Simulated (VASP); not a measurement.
# Li (Pm-3m) in VASP: further runs

The runs below take Li through single point, with RPBE.

Everything below comes from runs of VASP 6.6.1. Logs are shortened: lines on timing, memory, paths and dates and some standing lists are left out, and cuts for length are marked.

## (1) The cell of the first run

The structure is cubic, space group Pm-3m (No. 221). The conventional cell has a = 2.657 Å, b = 2.657 Å, c = 2.657 Å, α = 90.00°, β = 90.00°, γ = 90.00°. Li (site symmetry m-3m) has 6 Li at 2.66 Å within 3.5 Å.

This isn't the form of Li at room conditions, which is bcc.

## (2) Single point, RPBE (18.76 Å³/atom)

Input file INCAR:

```
ALGO = Normal
EDIFF = 1E-6
ENCUT = 520
GGA = RP
ISIF = 2
ISMEAR = -1
LASPH = T
LCHARG = F
LREAL = F
LWAVE = F
NBANDS = 8
NELM = 80
PREC = Accurate
SIGMA = 0.1
```

Input file KPOINTS:

```
k-points
0
Gamma
  13 13 13
```

Input file POSCAR:

```
Li
1.0
    2.6573432521      0.0000000000      0.0000000000
    0.0000000000      2.6573432521      0.0000000000
    0.0000000000      0.0000000000      2.6573432521
Li
1
Direct
    0.0000000000      0.0000000000      0.0000000000
```

Potentials or basis: VASP PAW PBE potentials, release 64 (Li_sv).

Run with:

```sh
> cat potpaw_PBE.64/Li_sv/POTCAR > POTCAR
> mpirun -np 1 vasp_std > vasp.out
```

OUTCAR:

```text
EDIFF = 1E-6
   ENCUT = 520
   GGA = RP
   ISIF = 2
   ISMEAR = -1
   LASPH = T
   LREAL = F
   NELM = 80
   PREC = Accurate

 ion  position               nearest neighbor table
   1  0.000  0.000  0.000-

  LATTYP: Found a simple cubic cell.
 ALAT       =     2.6573432521

  Lattice vectors:

 A1 = (   2.6573432521,   0.0000000000,   0.0000000000)
 A2 = (   0.0000000000,   2.6573432521,   0.0000000000)
 A3 = (   0.0000000000,   0.0000000000,   2.6573432521)

Analysis of symmetry for initial positions (statically):
=====================================================================
 Subroutine PRICEL returns:
 Original cell was already a primitive cell.

 Routine SETGRP: Setting up the symmetry group for a
 simple cubic supercell.

 Subroutine GETGRP returns: Found 48 space group operations
 (whereof 48 operations were pure point group operations)
 out of a pool of 48 trial point group operations.

The static configuration has the point symmetry O_h .

Analysis of symmetry for dynamics (positions and initial velocities):
=====================================================================
 Subroutine PRICEL returns:
 Original cell was already a primitive cell.

 Routine SETGRP: Setting up the symmetry group for a
 simple cubic supercell.

 Subroutine GETGRP returns: Found 48 space group operations
 (whereof 48 operations were pure point group operations)
 out of a pool of 48 trial point group operations.

The dynamic configuration has the point symmetry O_h .

 Subroutine INISYM returns: Found 48 space group operations
 (whereof 48 operations are pure point group operations),
 and found     1 'primitive' translations

----------------------------------------------------------------------------------------

                                     Primitive cell

  volume of cell :      18.7648

  direct lattice vectors                    reciprocal lattice vectors
     2.657343252  0.000000000  0.000000000     0.376315705  0.000000000  0.000000000
     0.000000000  2.657343252  0.000000000     0.000000000  0.376315705  0.000000000
     0.000000000  0.000000000  2.657343252     0.000000000  0.000000000  0.376315705

  length of vectors
     2.657343252  2.657343252  2.657343252     0.376315705  0.376315705  0.376315705

  position of ions in fractional coordinates (direct lattice)
     0.000000000  0.000000000  0.000000000

  ion indices of the primitive-cell ions
   primitive index   ion index
                 1           1

----------------------------------------------------------------------------------------

 KPOINTS: k-points

Automatic generation of k-mesh.
 Grid dimensions read from file:
 generate k-points for:   13   13   13

 Generating k-lattice:

  Cartesian coordinates                     Fractional coordinates (reciprocal lattice)
     0.028947362  0.000000000  0.000000000     0.076923077  0.000000000  0.000000000
     0.000000000  0.028947362  0.000000000     0.000000000  0.076923077  0.000000000
     0.000000000  0.000000000  0.028947362     0.000000000  0.000000000  0.076923077

  Length of vectors
     0.028947362  0.028947362  0.028947362

  Shift w.r.t. Gamma in fractional coordinates (k-lattice)
     0.000000000  0.000000000  0.000000000

 Subroutine IBZKPT returns following result:
 ===========================================

 Found     84 irreducible k-points:

 Following reciprocal coordinates:
            Coordinates               Weight
  0.000000  0.000000  0.000000      1.000000
  0.076923  0.000000  0.000000      6.000000
  0.153846  0.000000  0.000000      6.000000
  0.230769  0.000000  0.000000      6.000000
  0.307692  0.000000  0.000000      6.000000
  0.384615  0.000000  0.000000      6.000000
[... 16 lines left out ...]
  0.307692  0.307692  0.000000     12.000000
  0.384615  0.307692  0.000000     24.000000
 [... further k-points ...]
   k-points           NKPTS =     84   k-points in BZ     NKDIM =     84   number of bands    NBANDS=      8
   number of dos      NEDOS =    301   number of ions     NIONS =      1
   total plane-waves  NPLWV =   8000
   dimension x,y,z NGX =    20 NGY =   20 NGZ =   20
   dimension x,y,z NGXF=    40 NGYF=   40 NGZF=   40
   ions per type =               1
   NGX,Y,Z   is equivalent  to a cutoff of  12.51, 12.51, 12.51 a.u.
   NGXF,Y,Z  is equivalent  to a cutoff of  25.02, 25.02, 25.02 a.u.
 SYSTEM =  unknown system
   PREC   = accura    normal or accurate (medium, high low for compatibility)
   ISTART =      0    job   : 0-new  1-cont  2-samecut
   ICHARG =      2    charge: 1-file 2-atom 10-const
   ISPIN  =      1    spin polarized calculation?
   LNONCOLLINEAR =      F non collinear calculations
   LSORBIT =      F    spin-orbit coupling
   LASPH  =      T    aspherical Exc in radial PAW
   ENCUT  =  520.0 eV  38.22 Ry    6.18 a.u.   4.94  4.94  4.94*2*pi/ulx,y,z
   NELM   =     80;   NELMIN=  2; NELMDL= -5     # of ELM steps
   EDIFF  = 0.1E-05   stopping-criterion for ELM
   LREAL  =      F    real-space projection
   EDIFFG = 0.1E-04   stopping-criterion for IOM
   NSW    =      0    number of steps for IOM
   IBRION =     -1    ionic relax: 0-MD 1-quasi-New 2-CG
   NFREE  =      0    steps in history (QN), initial steepest desc. (CG)
   ISIF   =      2    stress and relaxation
   ISYM   =      2    0-nonsym 1-usesym 2-fastsym
   POTIM  = 0.5000    time-step for ionic-motion
   TEBEG  =    0.0;   TEEND  =   0.0 temperature during run
   PSTRESS=    0.0 pullay stress
   NELECT =       3.0000    total number of electrons
   NUPDOWN=      -1.0000    fix difference up-down
   EMIN   =  10.00;   EMAX   =-10.00  energy-range for DOS
   EFERMI =   0.00;   METHOD = LEGACY
   ISMEAR =    -1;   SIGMA  =   0.10  broadening in eV -4-tet -1-fermi 0-gaus
   EFERMI_NEDOS =   21; number of points for ismear=-14 and -15
   IALGO  =     38    algorithm
   IMIX   =      4    mixing-type and parameters
     AMIX     =   0.40;   BMIX     =  1.00
     AMIX_MAG =   1.60;   BMIX_MAG =  1.00
  volume/ion in A,a.u.               =      18.76       126.63
  Fermi-wavevector in a.u.,A,eV,Ry     =   0.888521  1.679061 10.741380  0.789469
  Thomas-Fermi vector in A             =   2.009961
   LORBIT       =      0    0 simple, 1 ext, 2 COOP (PROOUT), +10 PAW based schemes
   GGA     = RP    functional components
   LHFCALC =     F    Hartree Fock is set to
   AEXX    =    0.0000 exact exchange contribution
   IVDW    =     0    specifies the selected vdW correction
   LEPSILON=     F    determine dielectric tensor
   LRPA    =     F    only Hartree local field effects (RPA)
 non-spin polarized calculation
  energy-cutoff  :      520.00
  volume of cell :       18.76
 maximum number of plane-waves:       517
 NGX is ok and might be reduce to    20
   NGX =  9   NGY =  9   NGZ =  9

 number of electron       2.9999989 magnetization

 Free energy of the ion-electron system (eV)
  ---------------------------------------------------
  ext. energy  EPLUGINS =         0.00000000
  ---------------------------------------------------
  free energy    TOTEN  =        -1.68595102 eV

  energy without entropy =       -1.67515954  energy(sigma->0) =       -1.68055528

 E-fermi :   0.8977     XC(G=0):  -7.1922

 val. band max:        0.7878627660   @ k =   0.3846   0.2308   0.1538
 cond. band min:       0.9441552513   @ k =   0.4615   0.1538   0.1538
 fundamental gap:      0.1562924854
 Fermi energy:         0.8976676712

 k-point     1 :       0.0000    0.0000    0.0000
  band No.  band energies     occupation
      1     -45.9930      2.00000
      2      -2.7154      2.00000
      3      13.6903      0.00000
      4      13.6903      0.00000
      5      13.6903      0.00000
      6      15.9753      0.00000
      7      15.9753      0.00000
      8      22.7395      0.00000

 k-point     2 :       0.0769    0.0000    0.0000
  band No.  band energies     occupation
      1     -45.9915      2.00000
      2      -2.6243      2.00000
      3      12.0345      0.00000
      4      13.8027      0.00000
      5      13.8027      0.00000
      6      16.0989      0.00000
      7      17.7632      0.00000
      8      22.6991      0.00000

 k-point     3 :       0.1538    0.0000    0.0000
  band No.  band energies     occupation
      1     -45.9871      2.00000
      2      -2.3532      2.00000
      3       9.7952      0.00000
      4      14.1364      0.00000
      5      14.1364      0.00000
      6      16.4692      0.00000
      7      20.1053      0.00000
      8      22.8672      0.00000

 k-point     4 :       0.2308    0.0000    0.0000
  band No.  band energies     occupation
      1     -45.9810      2.00000
      2      -1.9088      2.00000
      3       7.7197      0.00000
      4      14.6783      0.00000
      5      14.6783      0.00000
      6      17.0834      0.00000
      7      20.9364      0.00000
      8      24.5062      0.00000

 k-point     5 :       0.3077    0.0000    0.0000
  band No.  band energies     occupation
      1     -45.9745      2.00000
      2      -1.3090      2.00000
      3       5.8862      0.00000
      4      15.3948      0.00000
      5      15.3948      0.00000
      6      17.9336      0.00000
      7      20.7125      0.00000
      8      24.8822      0.00000
[... 177 lines left out ...]
 k-point    22 :       0.4615    0.2308    0.0000
  band No.  band energies     occupation
      1     -45.9547      2.00000
      2       1.0569      0.33823
      3       3.7638      0.00000
      4      12.1973      0.00000
      5      13.4590      0.00000
      6      17.7359      0.00000
      7      22.3345      0.00000
      8      23.1029      0.00000

 k-point    23 :       0.3077    0.3077    0.0000
  band No.  band energies     occupation
      1     -45.9567      2.00000
      2       0.2623      1.99652
      3       5.8142      0.00000
      4       9.6323      0.00000
      5      14.6782      0.00000
      6      17.0423      0.00000
      7      22.3702      0.00000
      8      25.9659      0.00000

 k-point    24 :       0.3846    0.3077    0.0000
  band No.  band energies     occupation
      1     -45.9515      2.00000
      2       1.0748      0.29067
      3       4.9541      0.00000
      4       9.7041      0.00000
      5      13.0586      0.00000
      6      17.7958      0.00000
      7      22.8502      0.00000
      8      24.9072      0.00000

 [... further k-points ...]

------------------------ aborting loop because EDIFF is reached ----------------------------------------

  FORCE on cell =-STRESS in cart. coord.  units (eV):
  Direction    XX          YY          ZZ          XY          YZ          ZX
  --------------------------------------------------------------------------------------
  -------------------------------------------------------------------------------------
  Total        0.2028119      0.2028119      0.2028119      0.0000000      0.0000000     -0.0000000
  in kB       17.3165382     17.3165382     17.3165382      0.0000000      0.0000000     -0.0000000
  external PRESSURE =      17.3165382 kB  Pullay stress =       0.0000000 kB

 VOLUME and BASIS-vectors are now :
 -----------------------------------------------------------------------------
  energy-cutoff  :      520.00
  volume of cell :       18.76
      direct lattice vectors                 reciprocal lattice vectors
     2.657343252  0.000000000  0.000000000     0.376315705  0.000000000  0.000000000
     0.000000000  2.657343252  0.000000000     0.000000000  0.376315705  0.000000000
     0.000000000  0.000000000  2.657343252     0.000000000  0.000000000  0.376315705

 POSITION                                       TOTAL-FORCE (eV/Angst)
 -----------------------------------------------------------------------------------
      0.00000      0.00000      0.00000         0.000000      0.000000      0.000000
 -----------------------------------------------------------------------------------
    total drift:                                0.000000      0.000000      0.000000

  FREE ENERGIE OF THE ION-ELECTRON SYSTEM (eV)
  ---------------------------------------------------
  free  energy   TOTEN  =        -1.6859510238 eV

  energy  without entropy=       -1.6751595396  energy(sigma->0) =       -1.68055528
```

Wall time 9.1 s (1 thread of Intel Xeon 8259CL, shared host); peak memory 0.12 GiB.

Results:

- Free energy: -1.6860 eV
- Band gap on the k mesh: zero (an odd number of electrons rules out a gap without spin polarisation)

Caveat: the cutoff is under 1.25 times the usual one of these potentials, so pressure, stress and relaxed cells hold a basis-set (Pulay) error; the PAW data sets were made with another functional, which shifts forces and pressure a little.

## (3) Single point, RPBE (19.62 Å³/atom)

This run uses another cell than the first one, of 19.62 Å³/atom.

Input file INCAR:

```
  PREC = Accurate
  ENCUT = 520
  EDIFF = 1E-6
  ISMEAR = -1
  SIGMA = 0.1
  LREAL = F
  LASPH = T
  NELM = 80
  ALGO = Normal
  ISIF = 2
  LWAVE = F
  LCHARG = T
  GGA = RP
  LELF = T
  LVHAR = T
  NBANDS = 8
```

Input file KPOINTS:

```
regular mesh
0
Gamma
  13 13 13
```

Input file POSCAR:

```
Li
1.0
    2.6970109399      0.0000000000      0.0000000000
    0.0000000000      2.6970109399      0.0000000000
    0.0000000000      0.0000000000      2.6970109399
Li
1
Direct
    0.0000000000      0.0000000000      0.0000000000
```

Potentials or basis: VASP PAW PBE potentials, release 64 (Li_sv).

Run with:

```sh
> cat potpaw_PBE.64/Li_sv/POTCAR > POTCAR
> mpirun -np 1 vasp_std > vasp.out
```

It took 9.7 s on 1 thread of Intel Xeon 8259CL, shared host; peak memory 0.12 GiB.

It converged, with:

* Free energy: -1.6937 eV
* Band gap on the k mesh: zero (an odd number of electrons rules out a gap without spin polarisation)

Levels at points of the mesh, in eV from the Fermi level:
```
           k point  band 1  band 2  band 3  band 4  band 5  band 6  band 7
(0.00, 0.00, 0.00)  -46.95   -3.56   12.41   12.41   12.41   14.66   14.66
```

Caveat: the cutoff is under 1.25 times the usual one of these potentials, so pressure, stress and relaxed cells hold a basis-set (Pulay) error; the PAW data sets were made with another functional, which shifts forces and pressure a little.

(Part 1 of 2 ends here.)
